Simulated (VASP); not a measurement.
# MoSe2 (P6_3/mmc) in VASP: single point with PBE+D3(BJ)

Aim: the single point of MoSe2 with PBE+D3(BJ).

All numbers are computed with VASP 6.6.1; they aren't measurements. Logs are shortened: lines on timing, memory, paths and dates and some standing lists are left out, and cuts for length are marked.

### Step 1. The cell of the first run

It takes space group P6_3/mmc (No. 194, hexagonal). Conventional cell: a = 3.342 Å, b = 3.342 Å, c = 12.732 Å, α = 90.00°, β = 90.00°, γ = 120.00°. Mo (site symmetry -6m2) has 6 Se at 2.55 Å and 6 Mo at 3.34 Å within 3.4 Å. Se (site symmetry 3m) has 3 Mo at 2.55 Å and 7 Se at 3.34 to 3.35 Å within 3.4 Å.

### Step 2. Single point, PBE+D3(BJ)

Input file INCAR:

```
SYSTEM = MoSe2
PREC = Accurate ; ENCUT = 500
EDIFF = 1E-6 ; ISMEAR = 0
SIGMA = 0.05 ; LREAL = .FALSE.
LASPH = .TRUE. ; NELM = 120
ALGO = Normal ; ISIF = 2
LWAVE = .FALSE. ; LCHARG = .FALSE.
GGA = PE ; IVDW = 12
NBANDS = 35 ; ISYM = 0
GGA_COMPAT = .FALSE.
```

Input file KPOINTS:

```
Automatic mesh
0
G
  12 12 2
  0 0 0
```

Input file POSCAR:

```
MoSe2
1.0
    3.3417217474      0.0000000000      0.0000000000
   -1.6708608737      2.8940159256      0.0000000000
    0.0000000000      0.0000000000     12.7317698969
Mo Se
2 4
Direct
    0.3333333333      0.6666666667      0.2500000000
    0.6666666667      0.3333333333      0.7500000000
    0.3333333333      0.6666666667      0.6184761055
    0.6666666667      0.3333333333      0.1184761055
    0.3333333333      0.6666666667      0.8815238945
    0.6666666667      0.3333333333      0.3815238945
```

Potentials or basis: VASP PAW PBE potentials, release 64 (Mo_sv, Se).

Started as:

```console
> cat potpaw_PBE.64/Mo_sv/POTCAR potpaw_PBE.64/Se/POTCAR > POTCAR
> mpirun -np 1 vasp_std > vasp.out
```

OUTCAR:

```text
SYSTEM = MoSe2
   PREC = Accurate
   ENCUT = 500
   EDIFF = 1E-6
   ISMEAR = 0
   LREAL = .FALSE.
   LASPH = .TRUE.
   NELM = 120
   ISIF = 2
   GGA = PE
   IVDW = 12
   ISYM = 0
 IVDW          = 12

 ion  position               nearest neighbor table
   1  0.333  0.667  0.250-   4 2.55   6 2.55   4 2.55   6 2.55   4 2.55   6 2.55
   2  0.667  0.333  0.750-   3 2.55   5 2.55   3 2.55   5 2.55   3 2.55   5 2.55
   3  0.333  0.667  0.618-   2 2.55   2 2.55   2 2.55
   4  0.667  0.333  0.118-   1 2.55   1 2.55   1 2.55
   5  0.333  0.667  0.882-   2 2.55   2 2.55   2 2.55
   6  0.667  0.333  0.382-   1 2.55   1 2.55   1 2.55

IMPORTANT INFORMATION: All symmetrisations will be switched off!
NOSYMM: (Re-)initialisation of all symmetry stuff for point group C_1.

----------------------------------------------------------------------------------------

                                     Primitive cell

  volume of cell :     123.1289

  direct lattice vectors                    reciprocal lattice vectors
     3.341721747  0.000000000  0.000000000     0.299246938  0.172770300  0.000000000
    -1.670860874  2.894015926  0.000000000     0.000000000  0.345540600  0.000000000
     0.000000000  0.000000000 12.731769897     0.000000000  0.000000000  0.078543675

  length of vectors
     3.341721747  3.341721747 12.731769897     0.345540600  0.345540600  0.078543675

  position of ions in fractional coordinates (direct lattice)
     0.333333333  0.666666667  0.250000000
     0.666666667  0.333333333  0.750000000
     0.333333333  0.666666667  0.618476106
     0.666666667  0.333333333  0.118476106
     0.333333333  0.666666667  0.881523894
     0.666666667  0.333333333  0.381523894

  ion indices of the primitive-cell ions
   primitive index   ion index
                 1           1
                 2           2
                 3           3
                 4           4
                 5           5
                 6           6

----------------------------------------------------------------------------------------

 KPOINTS: Automatic mesh

Automatic generation of k-mesh.
 Grid dimensions read from file:
 generate k-points for:   12   12    2

 Generating k-lattice:
[... 59 lines left out ...]
   LASPH  =      T    aspherical Exc in radial PAW
   ENCUT  =  500.0 eV  36.75 Ry    6.06 a.u.   6.09  6.09 23.21*2*pi/ulx,y,z
   NELM   =    120;   NELMIN=  2; NELMDL= -5     # of ELM steps
   EDIFF  = 0.1E-05   stopping-criterion for ELM
   LREAL  =      F    real-space projection
   EDIFFG = 0.1E-04   stopping-criterion for IOM
   NSW    =      0    number of steps for IOM
   IBRION =     -1    ionic relax: 0-MD 1-quasi-New 2-CG
   NFREE  =      0    steps in history (QN), initial steepest desc. (CG)
   ISIF   =      2    stress and relaxation
   ISYM   =      0    0-nonsym 1-usesym 2-fastsym
   POTIM  = 0.5000    time-step for ionic-motion
   TEBEG  =    0.0;   TEEND  =   0.0 temperature during run
   PSTRESS=    0.0 pullay stress
   NELECT =      52.0000    total number of electrons
   NUPDOWN=      -1.0000    fix difference up-down
   EMIN   =  10.00;   EMAX   =-10.00  energy-range for DOS
   EFERMI =   0.00;   METHOD = LEGACY
   ISMEAR =     0;   SIGMA  =   0.05  broadening in eV -4-tet -1-fermi 0-gaus
   EFERMI_NEDOS =   21; number of points for ismear=-14 and -15
   IALGO  =     38    algorithm
   IMIX   =      4    mixing-type and parameters
     AMIX     =   0.40;   BMIX     =  1.00
     AMIX_MAG =   1.60;   BMIX_MAG =  1.00
  volume/ion in A,a.u.               =      20.52       138.49
  Fermi-wavevector in a.u.,A,eV,Ry     =   1.228257  2.321069 20.525960  1.508616
  Thomas-Fermi vector in A             =   2.363189
   LORBIT       =      0    0 simple, 1 ext, 2 COOP (PROOUT), +10 PAW based schemes
   GGA     = PE    functional components
   LHFCALC =     F    Hartree Fock is set to
   AEXX    =    0.0000 exact exchange contribution
   IVDW    =    12    specifies the selected vdW correction
   LEPSILON=     F    determine dielectric tensor
   LRPA    =     F    only Hartree local field effects (RPA)
 non-spin polarized calculation
 Gauss-broadening in eV      SIGMA  =   0.05
  energy-cutoff  :      500.00
  volume of cell :      123.13
 maximum number of plane-waves:      3168
   NGX = 13   NGY = 13   NGZ = 47

 number of electron      52.0000008 magnetization

 Free energy of the ion-electron system (eV)
  ---------------------------------------------------
  ext. energy  EPLUGINS =         0.00000000
  ---------------------------------------------------
  free energy    TOTEN  =       -39.84942683 eV

  energy without entropy =      -39.84942683  energy(sigma->0) =      -39.84942683

 E-fermi :   6.7563     XC(G=0): -10.6420

 val. band max:        6.3425608692   @ k =   0.0000   0.0000   0.0000
 cond. band min:       7.0835985130   @ k =  -0.1667   0.3333   0.0000
 fundamental gap:      0.7410376438
 Fermi energy:         6.7563173568

 k-point     1 :       0.0000    0.0000    0.0000
  band No.  band energies     occupation
      1     -54.9777      2.00000
      2     -54.9775      2.00000
      3     -29.1042      2.00000
      4     -29.1040      2.00000
      5     -28.9656      2.00000
      6     -28.9656      2.00000
[... 901 lines left out ...]
     34       9.5680      0.00000
     35      13.2855      0.00000

 [... further k-points ...]

------------------------ aborting loop because EDIFF is reached ----------------------------------------

 Edisp (eV)   -2.76341

 E8    (eV) :    -1.1927

  FORCE on cell =-STRESS in cart. coord.  units (eV):
  Direction    XX          YY          ZZ          XY          YZ          ZX
  --------------------------------------------------------------------------------------
  -------------------------------------------------------------------------------------
  Total      -3.74904    -3.74903    -2.24422     0.00001    -0.00000    -0.00000
  in kB     -48.78324   -48.78315   -29.20219     0.00009    -0.00000    -0.00001
  external pressure =      -42.26 kB  Pullay stress =        0.00 kB

 VOLUME and BASIS-vectors are now :
 -----------------------------------------------------------------------------
  energy-cutoff  :      500.00
  volume of cell :      123.13
      direct lattice vectors                 reciprocal lattice vectors
     3.341721747  0.000000000  0.000000000     0.299246938  0.172770300  0.000000000
    -1.670860874  2.894015926  0.000000000     0.000000000  0.345540600  0.000000000
     0.000000000  0.000000000 12.731769897     0.000000000  0.000000000  0.078543675

 POSITION                                       TOTAL-FORCE (eV/Angst)
 -----------------------------------------------------------------------------------
     -0.00000      1.92934      3.18294        -0.000000     -0.000000      0.000001
      1.67086      0.96467      9.54883        -0.000000      0.000000     -0.000002
     -0.00000      1.92934      7.87430        -0.000000      0.000000      0.323186
      1.67086      0.96467      1.50841        -0.000000      0.000000      0.323114
     -0.00000      1.92934     11.22336         0.000001     -0.000000     -0.323178
      1.67086      0.96467      4.85747         0.000000     -0.000000     -0.323121
 -----------------------------------------------------------------------------------
    total drift:                                0.000003     -0.000002     -0.000003

  FREE ENERGIE OF THE ION-ELECTRON SYSTEM (eV)
  ---------------------------------------------------
  free  energy   TOTEN  =       -42.6128408406 eV

  energy  without entropy=      -42.6128408406  energy(sigma->0) =      -42.61284084
```

OSZICAR:

```text
N       E                     dE             d eps       ncg     rms          rms(c)
DAV:   1     0.413725223997E+03    0.41373E+03   -0.28099E+04 11600   0.134E+03
DAV:   2    -0.194117421897E+02   -0.43314E+03   -0.41850E+03 12484   0.342E+02
DAV:   3    -0.415336726483E+02   -0.22122E+02   -0.21661E+02 12415   0.681E+01
DAV:   4    -0.419421571216E+02   -0.40848E+00   -0.40677E+00 12288   0.903E+00
DAV:   5    -0.419466036561E+02   -0.44465E-02   -0.44451E-02 12101   0.952E-01    0.232E+01
DAV:   6    -0.407443207492E+02    0.12023E+01   -0.97561E+00 11039   0.194E+01    0.740E+00
DAV:   7    -0.402229308076E+02    0.52139E+00   -0.61898E+00 10823   0.139E+01    0.612E+00
DAV:   8    -0.398511851493E+02    0.37175E+00   -0.75140E-01 10901   0.549E+00    0.180E+00
DAV:   9    -0.398543357335E+02   -0.31506E-02   -0.13104E-01 11590   0.175E+00    0.976E-01
DAV:  10    -0.398491064310E+02    0.52293E-02   -0.19252E-02 10966   0.899E-01    0.174E-01
DAV:  11    -0.398493967177E+02   -0.29029E-03   -0.12180E-03 11650   0.176E-01    0.513E-02
DAV:  12    -0.398494098862E+02   -0.13168E-04   -0.11806E-04 11978   0.620E-02    0.167E-02
DAV:  13    -0.398494265351E+02   -0.16649E-04   -0.57819E-05 11257   0.393E-02    0.177E-02
DAV:  14    -0.398494268326E+02   -0.29752E-06   -0.64031E-06 10060   0.144E-02
   1 F= -.42612841E+02 E0= -.42612841E+02  d E =-.145120E-21
```

Run time: 11 min. Hardware: 1 thread of Intel Xeon 8259CL, shared host; peak memory 0.58 GiB.

Results:

| Property | Result |
| --- | --- |
| Free energy | -42.6128 eV |
| Pressure | -4.2 GPa |
| Largest force | 0.323 eV/Å |
| Band gap on the k mesh | 0.74 eV (least direct gap 1.30 eV) |
| Dispersion energy per atom | -0.461 eV |

Forces on the atoms (eV/Å):
```
Mo   0.000  0.000  0.000
Mo   0.000  0.000  0.000
Se   0.000  0.000  0.323
Se   0.000  0.000  0.323
Se   0.000  0.000 -0.323
Se   0.000  0.000 -0.323
```

Caveat: the cell stands under tension.
